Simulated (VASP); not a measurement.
Tl, 2 atoms in the cell. Symmetry: P6_3/mmc, No. 194, hexagonal system. The conventional cell has a = 3.333 Å, b = 3.333 Å, c = 5.237 Å, α = 90.00°, β = 90.00°, γ = 120.00°. Within 4.3 Å of Tl (site symmetry -6m2) lie 12 Tl at 3.25 to 3.33 Å. 

```yaml
Program: VASP 6.6.1
Task: relaxation of shape and atoms at fixed volume
Functional: PBE
Potentials_or_basis: VASP PAW PBE potentials, release 64 (Tl_d)
Cutoff: 600 eV
k_mesh: 14 × 14 × 8
Occupations: fermi-dirac, width 0.1 eV
Spin: no spin polarisation
Dipole_correction: no
Further_INCAR_settings: ALGO = Normal; EDIFF = 1e-06; IBRION = 2; EDIFFG = -0.005; NSW = 50; ISIF = 4
```

Potentials or basis: VASP PAW PBE potentials, release 64 (Tl_d).

The run is started by

```sh
$ cat potpaw_PBE.64/Tl_d/POTCAR > POTCAR
$ mpirun -np 1 vasp_std > vasp.out
```

Hardware: 1 thread of Intel Xeon 8259CL, with other jobs on the host.

Problem. Estimate the wall time of this run.

Solution. Wall time 3.5 min on 1 thread of Intel Xeon 8259CL, on a shared host, peak memory 0.26 GiB. Counts: scf iterations 22, k points 120, ion steps 3.
